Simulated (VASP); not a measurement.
# BAs (F-43m) in VASP: notebook, part 2 of 2

VASP 6.6.1. The steps go on from the part before.

## Step 3: Single point, r2SCAN

This run uses another cell than the first one, of 6.13 Å³/atom, 0.450 times its volume.

Input file POSCAR:

```
BAs
1.0
    0.0000000000      1.8303300793      1.8303300793
    1.8303300793      0.0000000000      1.8303300793
    1.8303300793      1.8303300793      0.0000000000
B As
1 1
Direct
    0.0000000000      0.0000000000      0.0000000000
    0.2500000000      0.2500000000      0.2500000000
```

Input file INCAR.step1:

```
SYSTEM = BAs
ALGO = Normal ; EDIFF = 1E-4
ENCUT = 520 ; GGA = PE
ISMEAR = -1 ; LASPH = .True.
LCHARG = .False. ; LREAL = .False.
LWAVE = .True. ; NBANDS = 11
NELM = 100 ; PREC = Accurate
SIGMA = 0.05
```

Input file INCAR.step2:

```
SYSTEM = BAs
ALGO = Normal ; EDIFF = 1E-6
ENCUT = 520 ; ISIF = 2
ISMEAR = -1 ; ISTART = 1
LASPH = .True. ; LCHARG = .False.
LMIXTAU = .True. ; LREAL = .False.
LWAVE = .False. ; METAGGA = R2SCAN
NBANDS = 11 ; NELM = 100
PREC = Accurate ; SIGMA = 0.05
```

Input file KPOINTS:

```
k-points
0
Gamma
  13 13 13
  0 0 0
```

Potentials or basis: VASP PAW PBE potentials, release 64 (B, As).

On the command line:

```sh
$ cat potpaw_PBE.64/B/POTCAR potpaw_PBE.64/As/POTCAR > POTCAR
$ cp INCAR.step1 INCAR
$ mpirun -np 1 vasp_std > vasp.out
$ cp INCAR.step2 INCAR
$ mpirun -np 1 vasp_std > vasp.out
```

OUTCAR:

```text
SYSTEM = BAs
   EDIFF = 1E-6
   ENCUT = 520
   ISIF = 2
   ISMEAR = -1
   ISTART = 1
   LASPH = .True.
   LREAL = .False.
   METAGGA = R2SCAN
   NELM = 100
   PREC = Accurate

 ion  position               nearest neighbor table
   1  0.000  0.000  0.000-   2 1.59   2 1.59   2 1.59   2 1.59
   2  0.250  0.250  0.250-   1 1.59   1 1.59   1 1.59   1 1.59

  LATTYP: Found a face centered cubic cell.
 ALAT       =     3.6606601586

  Lattice vectors:

 A1 = (   0.0000000000,   1.8303300793,   1.8303300793)
 A2 = (   1.8303300793,   0.0000000000,   1.8303300793)
 A3 = (   1.8303300793,   1.8303300793,   0.0000000000)

Analysis of symmetry for initial positions (statically):
=====================================================================
 Subroutine PRICEL returns:
 Original cell was already a primitive cell.

 Routine SETGRP: Setting up the symmetry group for a
 face centered cubic supercell.

 Subroutine GETGRP returns: Found 24 space group operations
 (whereof 24 operations were pure point group operations)
 out of a pool of 48 trial point group operations.

The static configuration has the point symmetry T_d .

Analysis of symmetry for dynamics (positions and initial velocities):
[... 166 lines left out ...]
  band No.  band energies     occupation
      1      -8.0931      2.00000
      2      18.3824      1.97196
      3      18.3824      1.97196
      4      18.3824      1.97196
      5      24.1860      0.00000
      6      24.1860      0.00000
      7      24.1860      0.00000
      8      32.0548      0.00000
      9      36.2761      0.00000
     10      36.2761      0.00000
     11      37.2917      0.00000
[... 309 lines left out ...]
 k-point    24 :       0.4615    0.1538    0.0000
  band No.  band energies     occupation
      1      -2.1338      2.00000
      2       3.7313      2.00000
      3      12.7526      2.00000
      4      13.0210      2.00000
      5      21.8548      0.00000
      6      27.7588      0.00000
      7      28.9489      0.00000
      8      32.5054      0.00000
      9      35.2385      0.00000
     10      42.4584      0.00000
     11      42.7124      0.00000

 [... further k-points ...]
[... 5 lines left out ...]
  --------------------------------------------------------------------------------------
  -------------------------------------------------------------------------------------
  Total       41.9618413     41.9618413     41.9618413     -0.0000000     -0.0000000      0.0000000
  in kB     5482.0989825   5482.0989825   5482.0989825     -0.0000000     -0.0000000      0.0000000
  external PRESSURE =    5482.0989825 kB  Pullay stress =       0.0000000 kB

 VOLUME and BASIS-vectors are now :
 -----------------------------------------------------------------------------
  energy-cutoff  :      520.00
  volume of cell :       12.26
      direct lattice vectors                 reciprocal lattice vectors
     0.000000000  1.830330079  1.830330079    -0.273174771  0.273174771  0.273174771
     1.830330079  0.000000000  1.830330079     0.273174771 -0.273174771  0.273174771
     1.830330079  1.830330079  0.000000000     0.273174771  0.273174771 -0.273174771

 POSITION                                       TOTAL-FORCE (eV/Angst)
 -----------------------------------------------------------------------------------
      0.00000      0.00000      0.00000         0.000000      0.000000      0.000000
      0.91517      0.91517      0.91517        -0.000000     -0.000000     -0.000000
 -----------------------------------------------------------------------------------
    total drift:                                0.000000      0.000000      0.000000

  FREE ENERGIE OF THE ION-ELECTRON SYSTEM (eV)
  ---------------------------------------------------
  free  energy   TOTEN  =        -8.8269892170 eV

  energy  without entropy=       -8.8269646568  energy(sigma->0) =       -8.82697694
```

OSZICAR.step1:

```text
N       E                     dE             d eps       ncg     rms          rms(c)
DAV:   1     0.292701020183E+02    0.29270E+02   -0.47591E+03  1867   0.712E+02
DAV:   2    -0.796744028738E+00   -0.30067E+02   -0.28917E+02  2363   0.146E+02
DAV:   3    -0.138984501140E+01   -0.59310E+00   -0.59152E+00  2233   0.170E+01
DAV:   4    -0.139036336605E+01   -0.51835E-03   -0.51833E-03  2095   0.542E-01
DAV:   5    -0.139036359108E+01   -0.22503E-06   -0.22493E-06  2185   0.111E-02    0.139E+01
DAV:   6     0.157429520075E+01    0.29647E+01   -0.42158E+00  1956   0.128E+01    0.714E+00
DAV:   7     0.217027132154E+01    0.59598E+00   -0.15153E+00  2156   0.737E+00    0.198E+00
DAV:   8     0.219238400484E+01    0.22113E-01   -0.24463E-02  2117   0.132E+00    0.272E-01
DAV:   9     0.219252365533E+01    0.13965E-03   -0.49970E-04  2299   0.172E-01    0.543E-02
DAV:  10     0.219250699694E+01   -0.16658E-04   -0.10206E-04  1946   0.635E-02
   1 F= 0.21925070E+01 E0= 0.21925467E+01  d E =-.793909E-04
```

Run time: 31 s. Hardware: 1 thread of AMD EPYC 9R45 (Zen 5), shared host; peak memory 0.11 GiB.

Results:

* Free energy: -8.8270 eV
* Pressure: 548.2 GPa
* Band gap on the k mesh: 0.46 eV, indirect (least direct gap 5.47 eV)

Levels at points of the mesh, in eV from the valence-band top:
```tsv
k point	band 1	band 2	band 3	band 4	band 5	band 6	band 7	band 8	band 9
(0.00, 0.00, 0.00)	-26.48	0.00	0.00	0.00	5.80	5.80	5.80	13.67	17.89
```

Caveat: the PAW data sets were made with another functional, which shifts forces and pressure a little.

## Step 4: Single point, r2SCAN

This run uses another cell than the first one, of 6.81 Å³/atom, 0.500 times its volume.

Input file POSCAR:

```
BAs
1.0
    0.0000000000      1.8957537063      1.8957537063
    1.8957537063      0.0000000000      1.8957537063
    1.8957537063      1.8957537063      0.0000000000
B As
1 1
Direct
    0.0000000000      0.0000000000      0.0000000000
    0.2500000000      0.2500000000      0.2500000000
```

Input file INCAR.step1:

```
SYSTEM = BAs
  ALGO = Normal
  EDIFF = 1E-4
  ENCUT = 520
  GGA = PE
  ISMEAR = -1
  LASPH = .True.
  LCHARG = .False.
  LREAL = .False.
  LWAVE = .True.
  NBANDS = 11
  NELM = 60
  PREC = Accurate
  SIGMA = 0.05
```

Input file INCAR.step2:

```
SYSTEM = BAs
  ALGO = Normal
  EDIFF = 1E-6
  ENCUT = 520
  ISIF = 2
  ISMEAR = -1
  ISTART = 1
  LASPH = .True.
  LCHARG = .False.
  LMIXTAU = .True.
  LREAL = .False.
  LWAVE = .False.
  METAGGA = R2SCAN
  NBANDS = 11
  NELM = 60
  PREC = Accurate
  SIGMA = 0.05
```

KPOINTS is that of step 3.

On the command line:

```sh
$ cat potpaw_PBE.64/B/POTCAR potpaw_PBE.64/As/POTCAR > POTCAR
$ cp INCAR.step1 INCAR
$ mpirun -np 1 vasp_std > vasp.out
$ cp INCAR.step2 INCAR
$ mpirun -np 1 vasp_std > vasp.out
```

It took 30 s on 1 thread of AMD EPYC 9R45 (Zen 5), shared host; peak memory 0.11 GiB.

The run converged. Its results:

- Free energy: -12.7759 eV
- Pressure: 390.1 GPa
- Band gap on the k mesh: 0.52 eV, indirect (least direct gap 5.10 eV)

Levels at points of the mesh, in eV from the valence-band top:
| k point | band 1 | band 2 | band 3 | band 4 | band 5 | band 6 | band 7 | band 8 | band 9 |
| --- | --- | --- | --- | --- | --- | --- | --- | --- | --- |
| (0.00, 0.00, 0.00) | -24.79 | 0.00 | 0.00 | 0.00 | 5.24 | 5.24 | 5.24 | 12.92 | 17.12 |

Caveat: the PAW data sets were made with another functional, which shifts forces and pressure a little. r2SCAN opens gaps a little over a GGA but as a rule still falls short of measured ones.

## Step 5: Single point, r2SCAN

This run uses another cell than the first one, of 11.58 Å³/atom, 0.850 times its volume.

Input file POSCAR:

```
BAs
1.0
    0.0000000000      2.2625501845      2.2625501845
    2.2625501845      0.0000000000      2.2625501845
    2.2625501845      2.2625501845      0.0000000000
B As
1 1
Direct
    0.0000000000      0.0000000000      0.0000000000
    0.2500000000      0.2500000000      0.2500000000
```

Input file INCAR.step1:

```
SYSTEM = BAs
ALGO = Normal
EDIFF = 1E-4
ENCUT = 520
GGA = PE
ISMEAR = -1
LASPH = .True.
LCHARG = .False.
LREAL = .False.
LWAVE = .True.
NBANDS = 11
NELM = 80
PREC = Accurate
SIGMA = 0.05
```

Input file INCAR.step2:

```
SYSTEM = BAs
ALGO = Normal
EDIFF = 1E-7
ENCUT = 520
ISIF = 2
ISMEAR = -1
ISTART = 1
LASPH = .True.
LCHARG = .False.
LMIXTAU = .True.
LREAL = .False.
LWAVE = .False.
METAGGA = R2SCAN
NBANDS = 11
NELM = 80
PREC = Accurate
SIGMA = 0.05
```

KPOINTS is that of step 4.

Potentials or basis: VASP PAW PBE potentials, release 64 (B, As).

On the command line:

```sh
$ cat potpaw_PBE.64/B/POTCAR potpaw_PBE.64/As/POTCAR > POTCAR
$ cp INCAR.step1 INCAR
$ mpirun -np 1 vasp_std > vasp.out
$ cp INCAR.step2 INCAR
$ mpirun -np 1 vasp_std > vasp.out
```

OUTCAR:

```text
SYSTEM = BAs
   EDIFF = 1E-7
   ENCUT = 520
   ISIF = 2
   ISMEAR = -1
   ISTART = 1
   LASPH = .True.
   LREAL = .False.
   METAGGA = R2SCAN
   NELM = 80
   PREC = Accurate

 ion  position               nearest neighbor table
   1  0.000  0.000  0.000-   2 1.96   2 1.96   2 1.96   2 1.96
   2  0.250  0.250  0.250-   1 1.96   1 1.96   1 1.96   1 1.96

  LATTYP: Found a face centered cubic cell.
 ALAT       =     4.5251003690

  Lattice vectors:

 A1 = (   0.0000000000,   2.2625501845,   2.2625501845)
 A2 = (   2.2625501845,   0.0000000000,   2.2625501845)
 A3 = (   2.2625501845,   2.2625501845,   0.0000000000)

Analysis of symmetry for initial positions (statically):
=====================================================================
 Subroutine PRICEL returns:
 Original cell was already a primitive cell.

 Routine SETGRP: Setting up the symmetry group for a
 face centered cubic supercell.

 Subroutine GETGRP returns: Found 24 space group operations
 (whereof 24 operations were pure point group operations)
 out of a pool of 48 trial point group operations.

The static configuration has the point symmetry T_d .

Analysis of symmetry for dynamics (positions and initial velocities):
=====================================================================
 Subroutine PRICEL returns:
 Original cell was already a primitive cell.

 Routine SETGRP: Setting up the symmetry group for a
 face centered cubic supercell.

 Subroutine GETGRP returns: Found 24 space group operations
 (whereof 24 operations were pure point group operations)
 out of a pool of 48 trial point group operations.

The dynamic configuration has the point symmetry T_d .

 Subroutine INISYM returns: Found 24 space group operations
 (whereof 24 operations are pure point group operations),
 and found     1 'primitive' translations

----------------------------------------------------------------------------------------

                                     Primitive cell

  volume of cell :      23.1646
[... 111 lines left out ...]
  Fermi-wavevector in a.u.,A,eV,Ry     =   1.148585  2.170512 17.949463  1.319248
  Thomas-Fermi vector in A             =   2.285260
   LORBIT       =      0    0 simple, 1 ext, 2 COOP (PROOUT), +10 PAW based schemes
   METAGGA = R2SCAN    functional components
   LHFCALC =     F    Hartree Fock is set to
   AEXX    =    0.0000 exact exchange contribution
   IVDW    =     0    specifies the selected vdW correction
   LEPSILON=     F    determine dielectric tensor
   LRPA    =     F    only Hartree local field effects (RPA)
 non-spin polarized calculation
  energy-cutoff  :      520.00
  volume of cell :       23.16
 maximum number of plane-waves:       632
   NGX = 11   NGY = 11   NGZ = 11

 number of electron       8.0000000 magnetization

 Free energy of the ion-electron system (eV)
  ---------------------------------------------------
  ext. energy  EPLUGINS =         0.00000000
  ---------------------------------------------------
  free energy    TOTEN  =       -21.86665270 eV

  energy without entropy =      -21.86665266  energy(sigma->0) =      -21.86665268

 E-fermi :   8.5452     XC(G=0): -11.8875

 val. band max:        7.9698112955   @ k =   0.0000   0.0000   0.0000
 cond. band min:       9.1621274091   @ k =   0.3846   0.3846   0.0000
 fundamental gap:      1.1923161136
 Fermi energy:         8.5452192406

 k-point     1 :       0.0000    0.0000    0.0000
  band No.  band energies     occupation
      1      -9.8461      2.00000
      2       7.9698      1.99998
      3       7.9698      1.99998
      4       7.9698      1.99998
      5      11.6258      0.00000
      6      11.6258      0.00000
      7      11.6258      0.00000
      8      15.3647      0.00000
      9      19.3491      0.00000
     10      22.0855      0.00000
     11      22.0855      0.00000
[... 309 lines left out ...]
 k-point    24 :       0.4615    0.1538    0.0000
  band No.  band energies     occupation
      1      -6.4160      2.00000
      2      -1.3501      2.00000
      3       4.0735      2.00000
      4       4.7920      2.00000
      5      11.4956      0.00000
      6      14.5962      0.00000
      7      15.1099      0.00000
      8      17.1606      0.00000
      9      21.3121      0.00000
     10      24.3521      0.00000
     11      25.1634      0.00000

 [... further k-points ...]
[... 5 lines left out ...]
  --------------------------------------------------------------------------------------
  -------------------------------------------------------------------------------------
  Total        4.8725021      4.8725021      4.8725021     -0.0000000      0.0000000     -0.0000000
  in kB      337.0062537    337.0062537    337.0062537     -0.0000000      0.0000000     -0.0000000
  external PRESSURE =     337.0062537 kB  Pullay stress =       0.0000000 kB

 VOLUME and BASIS-vectors are now :
 -----------------------------------------------------------------------------
  energy-cutoff  :      520.00
  volume of cell :       23.16
      direct lattice vectors                 reciprocal lattice vectors
     0.000000000  2.262550184  2.262550184    -0.220989573  0.220989573  0.220989573
     2.262550184  0.000000000  2.262550184     0.220989573 -0.220989573  0.220989573
     2.262550184  2.262550184  0.000000000     0.220989573  0.220989573 -0.220989573

 POSITION                                       TOTAL-FORCE (eV/Angst)
 -----------------------------------------------------------------------------------
      0.00000      0.00000      0.00000         0.000000      0.000000      0.000000
      1.13128      1.13128      1.13128        -0.000000     -0.000000     -0.000000
 -----------------------------------------------------------------------------------
    total drift:                                0.000000      0.000000      0.000000

  FREE ENERGIE OF THE ION-ELECTRON SYSTEM (eV)
  ---------------------------------------------------
  free  energy   TOTEN  =       -21.8666527013 eV

  energy  without entropy=      -21.8666526607  energy(sigma->0) =      -21.86665268
```

Run time: 54 s. Hardware: 1 thread of AMD EPYC 9R45 (Zen 5), shared host; peak memory 0.13 GiB.

What came out:

```yaml
Free_energy: -21.8667 eV
Pressure: 33.7 GPa
Band_gap_on_the_k_mesh: 1.19 eV, indirect (least direct gap 3.66 eV)
```

Levels at points of the mesh, in eV from the valence-band top:
| k point | band 1 | band 2 | band 3 | band 4 | band 5 | band 6 | band 7 | band 8 | band 9 |
| --- | --- | --- | --- | --- | --- | --- | --- | --- | --- |
| (0.00, 0.00, 0.00) | -17.82 | 0.00 | 0.00 | 0.00 | 3.66 | 3.66 | 3.66 | 7.39 | 11.38 |

Caveat: the PAW data sets were made with another functional, which shifts forces and pressure a little. A k mesh can miss the band edges.

## Step 6: The runs side by side

```tsv
task	cell	gap on the mesh (eV)	pressure (GPa)
relaxation of the atoms	atoms relaxed from a = 3.378 Å, angles 60.0°, 2 atoms	1.37	0.9
single point	a = 2.588 Å, angles 60.0°, 2 atoms	0.46	548.2
single point	a = 2.681 Å, angles 60.0°, 2 atoms	0.52	390.1
single point	a = 3.200 Å, angles 60.0°, 2 atoms	1.19	33.7
```

Alike in all rows: level r2SCAN; potentials or basis VASP PAW PBE potentials, release 64 (B, As); no spin polarisation; k mesh 13 × 13 × 13; cutoff (eV) 520; smearing fermi-dirac 0.05 eV.

Caveats: the PAW data sets were made with another functional, which shifts forces and pressure a little; the relaxation stopped at its first step, so nothing moved (some runs).

Total energies depend on the potentials used, so only differences within one code and one set of settings carry meaning.
